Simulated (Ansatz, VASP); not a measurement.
## O: VASP beside Ansatz

```
CELL_PARAMETERS angstrom
9.00000 0.00000 0.00000
0.00000 9.50000 0.00000
0.00000 0.00000 10.00000
ATOMIC_POSITIONS crystal
O 0.50000 0.50000 0.44002
O 0.50000 0.50000 0.55998
```

Alike in both runs: functional LDA; k mesh 1 × 1 × 1; occupations gaussian, width 0.02 eV; collinear spin.

Ansatz relaxed the structure, and its values are those at the end. VASP's run is a single point on that final structure, the one shown.

|  | VASP | Ansatz |
| --- | --- | --- |
| version | VASP 6.6.1 | Ansatz 0.2.0 |
| potentials or method | VASP PAW LDA potentials, release 64 (O_h), cutoff 1000 eV | plane waves, PAW |
| valence electrons in the cell | 12 | 12 |

```tsv
	VASP	Ansatz	Ansatz less VASP
rms of the force components (eV/Å)	0.266	0.001	-0.2650
net moment per atom (μB)	1.00	1.00	0.000
size of the moment on the site where the two differ most (μB)	0.62	0.55	-0.074
```

LDA's correlation is that of Perdew and Zunger in VASP and of Perdew and Wang (1992) in Ansatz. Site moments also hang on the region over which each program counts them. One of these differences is far larger than is usual between the two programs; its cause wasn't traced. Ansatz's warnings: end state compared, stress scf threshold loose.
